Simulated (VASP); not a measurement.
A run of VASP 6.6.1 is set up as follows.

The input INCAR:

```
SYSTEM = Be2Se
PREC = Accurate
ENCUT = 600
EDIFF = 1E-6
ISMEAR = 0
SIGMA = 0.1
LREAL = .FALSE.
LASPH = .TRUE.
NELM = 80
ALGO = Normal
ISIF = 3
LWAVE = .FALSE.
LCHARG = .FALSE.
GGA = PE
IBRION = 2
NSW = 100
EDIFFG = -0.01
```

The input KPOINTS:

```
regular mesh
0
G
  12 12 18
  0 0 0
```

The input POSCAR:

```
Be2Se
1.0
    4.3837544700      0.0000000000      0.0000000000
   -2.1918772300      3.7964427300      0.0000000000
    0.0000000000      0.0000000000      2.6061071900
Be Se
2 1
Direct
    0.6666666700      0.3333333300      0.5000000000
    0.3333333300      0.6666666700      0.5000000000
    0.0000000000      0.0000000000      0.0000000000
```

Potentials or basis: VASP PAW PBE potentials, release 64 (Be, Se).

Run with:

```bash
$ cat potpaw_PBE.64/Be/POTCAR potpaw_PBE.64/Se/POTCAR > POTCAR
$ mpirun -np 1 vasp_std > vasp.out
```

Task: Predict the band gap on the k mesh.

Result: Zero (bands 5 and 6 overlap by 4.59 eV).

Task: What does it give for the space group after relaxing (to 0.1 Å)?

Result: P6/mmm (No. 191).

Task: Estimate the relaxed volume.

Result: 13.30 Å³/atom.

Task: Estimate the relaxed cell.

Result: a = 3.661 Å, b = 3.661 Å, c = 3.437 Å, α = 90.00°, β = 90.00°, γ = 120.00°.

Step by step:
```csv
step,energy change (eV),largest force (eV/Å),pressure (GPa),volume (Å³)
1,0.0000,0.0000,-3.29,43.37
2,-0.1625,0.0000,-2.44,41.48
3,-0.4179,0.0000,3.11,38.14
4,-0.5818,0.0000,26.45,31.17
5,-0.6489,0.0000,11.64,34.95
6,-0.7031,0.0000,18.20,33.07
7,-0.7753,0.0000,18.01,33.05
8,-0.8438,0.0000,19.13,32.92
9,-0.9259,0.0000,16.25,33.67
10,-1.1037,0.0000,8.88,35.97
11,-1.2016,0.0000,-1.61,40.90
12,-1.2064,0.0000,-0.14,40.03
13,-1.2064,0.0000,0.12,39.88
14,-1.2064,0.0000,0.12,39.88
15,-1.2064,0.0000,0.12,39.88
16,-1.2064,0.0000,0.13,39.89
17,-1.2064,0.0000,0.12,39.89
18,-1.2065,0.0000,0.09,39.91
```

Caveat: a cell axis changed by over 15 % at a fixed basis, so the end point is rough.
